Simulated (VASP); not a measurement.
Here is a VASP 6.6.1 calculation.

The input INCAR:

```
PREC = Accurate
ENCUT = 500
EDIFF = 1E-7
ISMEAR = 0
SIGMA = 0.1
LREAL = F
LASPH = T
NELM = 200
ALGO = Normal
ISIF = 3
LWAVE = F
LCHARG = F
ISPIN = 2
MAGMOM = -0.11 3.49 3.49 3.49
LORBIT = 11
LMAXMIX = 4
GGA = PE
IBRION = 2
NSW = 90
EDIFFG = -0.04
GGA_COMPAT = F
NELMIN = 4
```

File KPOINTS:

```
regular mesh
0
Gamma
  4 4 4
```

Contents of POSCAR:

```
YMn3
1.0
    4.0062199806      0.0000000000      0.0000000000
    0.0000000000      4.0062199806      0.0000000000
    0.0000000000      0.0000000000      4.0062199806
Y Mn
1 3
Direct
    0.0000000000      0.0000000000      0.0000000000
    0.0000000000      0.5000000000      0.5000000000
    0.5000000000      0.0000000000      0.5000000000
    0.5000000000      0.5000000000      0.0000000000
```

Potentials or basis: VASP PAW PBE potentials, release 64 (Y_sv, Mn_pv).

Command:

```bash
$ cat potpaw_PBE.64/Y_sv/POTCAR potpaw_PBE.64/Mn_pv/POTCAR > POTCAR
$ mpirun -np 1 vasp_std > vasp.out
```

Q: Predict the space group after relaxing (to 0.1 Å).

A: Pm-3m (No. 221).

Q: Predict the net moment.

A: 9.90 μB per cell.

Final structure:
```
Y Mn
1.0
     4.09756    0.00000    0.00000
     0.00000    4.09756    0.00000
     0.00000    0.00000    4.09756
Y Mn
1 3
Direct
  0.00000 0.00000 0.00000
  0.00000 0.50000 0.50000
  0.50000 0.00000 0.50000
  0.50000 0.50000 0.00000
```

Caveat: the k points lie up to 0.38 Å⁻¹ apart in the final cell.
